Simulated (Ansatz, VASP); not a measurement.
**Lu in VASP and in Ansatz**

```
Lu
1.0
     0.00000    2.30310    2.30310
     2.30310    0.00000    2.30310
     2.30310    2.30310    0.00000
Lu
1
Direct
  0.00000 0.00000 0.00000
```

Change from the starting cell: volume scaled by 0.84, LAPW.

Alike in both runs: task single point; functional PBE; k mesh 15 × 15 × 15; occupations fermi-dirac, width 0.1 eV; no spin polarisation.

|  | VASP | Ansatz |
| --- | --- | --- |
| version | VASP 6.6.1 | Ansatz 0.2.0 |
| potentials or method | VASP PAW PBE potentials, release 64 (Lu), cutoff 520 eV | all-electron LAPW, scalar-relativistic |

|  | VASP | Ansatz | Ansatz less VASP |
| --- | --- | --- | --- |
| pressure (GPa) | 10.1 | 9.8 | -0.29 |

Ansatz ran all-electron here, and VASP with PAW potentials.

Spin-orbit coupling is off throughout.
